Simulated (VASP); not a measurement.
# SnO2 (P1) in VASP: single point with LDA

Aim: the single point of SnO2 with LDA.

Everything below comes from runs of VASP 6.6.1. Logs are shortened: lines on timing, memory, paths and dates and some standing lists are left out, and cuts for length are marked.

### Step 1. The cell of the first run

The typed cell holds 6 atoms: a = 5.853 Å, b = 5.853 Å, c = 5.853 Å, α = 140.03°, β = 140.03°, γ = 57.80°.

### Step 2. Single point, LDA (atoms moved at random)

INCAR

```
SYSTEM = SnO2
PREC     = Accurate       ! precision mode
ENCUT    = 520            ! plane-wave cutoff, eV
EDIFF    = 1E-6           ! SCF threshold, eV
ISMEAR   = 0              ! smearing method
SIGMA    = 0.05           ! smearing width, eV
LREAL    = .FALSE.        ! projectors in reciprocal space
LASPH    = .TRUE.         ! aspherical terms in the spheres
NELM     = 60             ! most SCF steps
ALGO     = Normal         ! electronic algorithm
ISIF     = 2              ! what is computed and relaxed
LWAVE    = .FALSE.        ! write WAVECAR
LCHARG   = .TRUE.         ! write CHGCAR
GGA      = CA             ! functional
LVHAR    = .TRUE.       
NBANDS   = 35             ! bands
KPAR     = 4
```

KPOINTS

```
Automatic mesh
0
G
  10 10 10
  0 0 0
```

POSCAR

```
SnO2
1.0
   -2.0000686112      2.0000686112      5.1236788559
    2.0000686112     -2.0000686112      5.1236788559
    2.0000686112      2.0000686112     -5.1236788559
Sn O
2 4
Direct
    0.7479023755      0.2445013812      0.4899002433
   -0.0128176354      0.0007381318     -0.0048219050
    0.8097680669      0.8096209713      0.0155314700
    0.9530631537      0.4463067227      0.4968951725
    0.2185315393      0.1946230111      0.0049787866
    0.5335525000      0.0542097819      0.4975162325
```

Potentials or basis: VASP PAW LDA potentials, release 64 (Sn_d, O).

On the command line:

```console
$ cat potpaw_LDA.64/Sn_d/POTCAR potpaw_LDA.64/O/POTCAR > POTCAR
$ mpirun -np 4 vasp_std > vasp.out
```

OUTCAR:

```text
SYSTEM = SnO2
   PREC = Accurate
   ENCUT = 520
   EDIFF = 1E-6
   ISMEAR = 0
   LREAL = .FALSE.
   LASPH = .TRUE.
   NELM = 60
   ISIF = 2
   GGA = CA

 ion  position               nearest neighbor table
   1  0.748  0.245  0.490-   5 1.99   3 2.01   4 2.05   6 2.11   3 2.12   5 2.13   2 3.18   2 3.24
                             2 3.28   2 3.30
   2  0.987  0.001  0.995-   3 1.99   4 2.02   6 2.05   6 2.07   4 2.09   5 2.13   1 3.18   1 3.24
                             1 3.28   1 3.30
   3  0.810  0.810  0.016-   2 1.99   1 2.01   1 2.12
   4  0.953  0.446  0.497-   2 2.02   1 2.05   2 2.09
   5  0.219  0.195  0.005-   1 1.99   1 2.13   2 2.13
   6  0.534  0.054  0.498-   2 2.05   2 2.07   1 2.11

  LATTYP: Found a body centered tetragonal cell.
 ALAT       =     4.0001372224
 C/A-ratio  =     2.5617515455

  Lattice vectors:

 A1 = (  -2.0000686112,   2.0000686112,   5.1236788559)
 A2 = (   2.0000686112,  -2.0000686112,   5.1236788559)
 A3 = (   2.0000686112,   2.0000686112,  -5.1236788559)

Analysis of symmetry for initial positions (statically):
=====================================================================
 Subroutine PRICEL returns:
 Original cell was already a primitive cell.

 Routine SETGRP: Setting up the symmetry group for a
 body centered tetragonal supercell.

 Subroutine GETGRP returns: Found  1 space group operations
 (whereof  1 operations were pure point group operations)
 out of a pool of 16 trial point group operations.

The static configuration has the point symmetry C_1 .

Analysis of symmetry for dynamics (positions and initial velocities):
=====================================================================
 Subroutine PRICEL returns:
 Original cell was already a primitive cell.

 Routine SETGRP: Setting up the symmetry group for a
 body centered tetragonal supercell.

 Subroutine GETGRP returns: Found  1 space group operations
 (whereof  1 operations were pure point group operations)
 out of a pool of 16 trial point group operations.

The dynamic configuration has the point symmetry C_1 .

 Subroutine INISYM returns: Found  1 space group operations
 (whereof  1 operations are pure point group operations),
 and found     1 'primitive' translations

----------------------------------------------------------------------------------------

                                     Primitive cell

  volume of cell :      81.9845

  direct lattice vectors                    reciprocal lattice vectors
    -2.000068611  2.000068611  5.123678856     0.000000000  0.249991424  0.097586132
     2.000068611 -2.000068611  5.123678856     0.249991424  0.000000000  0.097586132
     2.000068611  2.000068611 -5.123678856     0.249991424  0.249991424  0.000000000

  length of vectors
     5.852574982  5.852574982  5.852574982     0.268363122  0.268363122  0.353541262

  position of ions in fractional coordinates (direct lattice)
     0.747902375  0.244501381  0.489900243
     0.987182365  0.000738132  0.995178095
     0.809768067  0.809620971  0.015531470
     0.953063154  0.446306723  0.496895172
     0.218531539  0.194623011  0.004978787
     0.533552500  0.054209782  0.497516232

  ion indices of the primitive-cell ions
   primitive index   ion index
                 1           1
                 2           2
                 3           3
                 4           4
                 5           5
                 6           6

----------------------------------------------------------------------------------------

 KPOINTS: Automatic mesh

Automatic generation of k-mesh.
 Grid dimensions read from file:
 generate k-points for:   10   10   10

 Generating k-lattice:

  Cartesian coordinates                     Fractional coordinates (reciprocal lattice)
     0.000000000  0.024999142  0.009758613     0.100000000  0.000000000  0.000000000
     0.024999142  0.000000000  0.009758613     0.000000000  0.100000000  0.000000000
     0.024999142  0.024999142  0.000000000     0.000000000  0.000000000  0.100000000

  Length of vectors
     0.026836312  0.026836312  0.035354126

  Shift w.r.t. Gamma in fractional coordinates (k-lattice)
     0.000000000  0.000000000  0.000000000

 Subroutine IBZKPT returns following result:
 ===========================================

 Found    504 irreducible k-points:

 Following reciprocal coordinates:
            Coordinates               Weight
  0.000000  0.000000  0.000000      1.000000
  0.100000  0.000000 -0.000000      2.000000
  0.000000  0.100000 -0.000000      2.000000
  0.000000  0.100000 -0.100000      2.000000
  0.100000  0.000000 -0.100000      2.000000
  0.200000  0.000000 -0.000000      2.000000
[... 16 lines left out ...]
  0.000000  0.200000 -0.100000      2.000000
  0.100000  0.100000 -0.200000      2.000000
 [... further k-points ...]
   k-points           NKPTS =    504   k-points in BZ     NKDIM =    504   number of bands    NBANDS=     35
   number of dos      NEDOS =    301   number of ions     NIONS =      6
   total plane-waves  NPLWV = 110592
   dimension x,y,z NGX =    48 NGY =   48 NGZ =   48
   dimension x,y,z NGXF=    96 NGYF=   96 NGZF=   96
   ions per type =               2   4
   NGX,Y,Z   is equivalent  to a cutoff of  13.63, 13.63, 13.63 a.u.
   NGXF,Y,Z  is equivalent  to a cutoff of  27.27, 27.27, 27.27 a.u.
 SYSTEM =  SnO2
   PREC   = accura    normal or accurate (medium, high low for compatibility)
   ISTART =      0    job   : 0-new  1-cont  2-samecut
   ICHARG =      2    charge: 1-file 2-atom 10-const
   ISPIN  =      1    spin polarized calculation?
   LNONCOLLINEAR =      F non collinear calculations
   LSORBIT =      F    spin-orbit coupling
   LASPH  =      T    aspherical Exc in radial PAW
   ENCUT  =  520.0 eV  38.22 Ry    6.18 a.u.  10.88 10.88 10.88*2*pi/ulx,y,z
   NELM   =     60;   NELMIN=  2; NELMDL= -5     # of ELM steps
   EDIFF  = 0.1E-05   stopping-criterion for ELM
   LREAL  =      F    real-space projection
   EDIFFG = 0.1E-04   stopping-criterion for IOM
   NSW    =      0    number of steps for IOM
   IBRION =     -1    ionic relax: 0-MD 1-quasi-New 2-CG
   NFREE  =      0    steps in history (QN), initial steepest desc. (CG)
   ISIF   =      2    stress and relaxation
   ISYM   =      2    0-nonsym 1-usesym 2-fastsym
   POTIM  = 0.5000    time-step for ionic-motion
   TEBEG  =    0.0;   TEEND  =   0.0 temperature during run
   PSTRESS=    0.0 pullay stress
   NELECT =      52.0000    total number of electrons
   NUPDOWN=      -1.0000    fix difference up-down
   EMIN   =  10.00;   EMAX   =-10.00  energy-range for DOS
   EFERMI =   0.00;   METHOD = LEGACY
   ISMEAR =     0;   SIGMA  =   0.05  broadening in eV -4-tet -1-fermi 0-gaus
   EFERMI_NEDOS =   21; number of points for ismear=-14 and -15
   IALGO  =     38    algorithm
   IMIX   =      4    mixing-type and parameters
     AMIX     =   0.40;   BMIX     =  1.00
     AMIX_MAG =   1.60;   BMIX_MAG =  1.00
  volume/ion in A,a.u.               =      13.66        92.21
  Fermi-wavevector in a.u.,A,eV,Ry     =   1.406583  2.658057 26.918799  1.978476
  Thomas-Fermi vector in A             =   2.528929
   LORBIT       =      0    0 simple, 1 ext, 2 COOP (PROOUT), +10 PAW based schemes
   GGA     = CA    functional components
   LHFCALC =     F    Hartree Fock is set to
   AEXX    =    0.0000 exact exchange contribution
   IVDW    =     0    specifies the selected vdW correction
   LEPSILON=     F    determine dielectric tensor
   LRPA    =     F    only Hartree local field effects (RPA)
 non-spin polarized calculation
 Gauss-broadening in eV      SIGMA  =   0.05
  energy-cutoff  :      520.00
  volume of cell :       81.98
 maximum number of plane-waves:      2244
 NGX is ok and might be reduce to    48
   NGX = 21   NGY = 21   NGZ = 21

 number of electron      52.0000001 magnetization

 Free energy of the ion-electron system (eV)
  ---------------------------------------------------
  ext. energy  EPLUGINS =         0.00000000
  ---------------------------------------------------
  free energy    TOTEN  =       -41.53066531 eV

  energy without entropy =      -41.53066531  energy(sigma->0) =      -41.53066531

 E-fermi :   4.0362     XC(G=0): -10.8596

 val. band max:        3.7772181395   @ k =  -0.2000  -0.2000  -0.3000
 cond. band min:       5.2967469223   @ k =   0.0000   0.0000   0.0000
 fundamental gap:      1.5195287828
 Fermi energy:         4.0361633762

 k-point     1 :       0.0000    0.0000    0.0000
  band No.  band energies     occupation
      1     -16.5942      2.00000
      2     -16.5385      2.00000
      3     -16.3582      2.00000
      4     -15.8789      2.00000
      5     -15.7736      2.00000
      6     -15.7229      2.00000
[... 27 lines left out ...]
     34      15.7646      0.00000
     35      15.8224      0.00000

 k-point     2 :       0.1000    0.0000   -0.0000
  band No.  band energies     occupation
      1     -16.6144      2.00000
      2     -16.5004      2.00000
      3     -16.3333      2.00000
      4     -15.8777      2.00000
      5     -15.7751      2.00000
      6     -15.7246      2.00000
[... 27 lines left out ...]
     34      15.3751      0.00000
     35      15.6945      0.00000

 k-point     3 :       0.0000    0.1000   -0.0000
  band No.  band energies     occupation
      1     -16.5908      2.00000
      2     -16.5028      2.00000
      3     -16.3514      2.00000
      4     -15.8873      2.00000
      5     -15.7677      2.00000
      6     -15.7253      2.00000
[... 27 lines left out ...]
     34      15.3826      0.00000
     35      15.6270      0.00000
[... 723 lines left out ...]
 k-point    23 :       0.0000    0.2000   -0.1000
  band No.  band energies     occupation
      1     -16.6096      2.00000
      2     -16.4680      2.00000
      3     -16.3327      2.00000
      4     -15.8745      2.00000
      5     -15.7716      2.00000
      6     -15.7218      2.00000
[... 27 lines left out ...]
     34      15.2904      0.00000
     35      15.4061      0.00000

 k-point    24 :       0.1000    0.1000   -0.2000
  band No.  band energies     occupation
      1     -16.6211      2.00000
      2     -16.4612      2.00000
      3     -16.3332      2.00000
      4     -15.8631      2.00000
      5     -15.7753      2.00000
      6     -15.7240      2.00000
[... 27 lines left out ...]
     34      15.2989      0.00000
     35      15.3943      0.00000

 [... further k-points ...]

------------------------ aborting loop because EDIFF is reached ----------------------------------------

  FORCE on cell =-STRESS in cart. coord.  units (eV):
  Direction    XX          YY          ZZ          XY          YZ          ZX
  --------------------------------------------------------------------------------------
  -------------------------------------------------------------------------------------
  Total        0.0276834     -1.8541684     -0.1039994      0.0268589     -0.4702021     -0.4483426
  in kB        0.5410005    -36.2349836     -2.0324021      0.5248888     -9.1888979     -8.7617099
  external PRESSURE =     -12.5754618 kB  Pullay stress =       0.0000000 kB

 VOLUME and BASIS-vectors are now :
 -----------------------------------------------------------------------------
  energy-cutoff  :      520.00
  volume of cell :       81.98
      direct lattice vectors                 reciprocal lattice vectors
    -2.000068611  2.000068611  5.123678856     0.000000000  0.249991424  0.097586132
     2.000068611 -2.000068611  5.123678856     0.249991424  0.000000000  0.097586132
     2.000068611  2.000068611 -5.123678856     0.249991424  0.249991424  0.000000000

 POSITION                                       TOTAL-FORCE (eV/Angst)
 -----------------------------------------------------------------------------------
     -0.02700      1.98667      2.57467         0.860048      1.039498     -0.674588
      0.01747      3.96338     -0.03719        -0.628905     -0.044129      1.522109
      0.03077      0.03136      8.21765        -1.262477      0.000670     -1.101998
     -0.01972      2.00737      4.62399         1.022108     -0.142739      0.299077
     -0.03786      0.05778      2.09136         0.122441     -1.789915     -0.457751
      0.03635      1.95378      0.46239        -0.113216      0.936614      0.413152
 -----------------------------------------------------------------------------------
    total drift:                               -0.000093     -0.000116     -0.000359

  FREE ENERGIE OF THE ION-ELECTRON SYSTEM (eV)
  ---------------------------------------------------
  free  energy   TOTEN  =       -41.5306653084 eV

  energy  without entropy=      -41.5306653084  energy(sigma->0) =      -41.53066531
```

Wall time 8.2 min (4 MPI ranks of Intel Xeon Platinum 8375C at 2.90GHz (Ice Lake), shared host); peak memory 1.1 GiB.

What came out:

```yaml
Free_energy: -41.5307 eV
Pressure: -1.3 GPa
Largest_force: 1.852 eV/Å
Band_gap_on_the_k_mesh: 1.52 eV (least direct gap 1.86 eV)
```

Forces in eV/Å, atoms in the order of the input:
```
Sn   0.860  1.039 -0.675
Sn  -0.629 -0.044  1.522
O   -1.262  0.001 -1.102
O    1.022 -0.143  0.299
O    0.122 -1.790 -0.458
O   -0.113  0.937  0.413
```

Caveat: the cell differs from its parent crystal (atoms moved at random); spin-orbit coupling is left out, which moves the levels of the heavy elements; forces of over 1 eV/Å act on the atoms, so gaps and moduli don't describe the material at rest. A k mesh can miss the band edges.
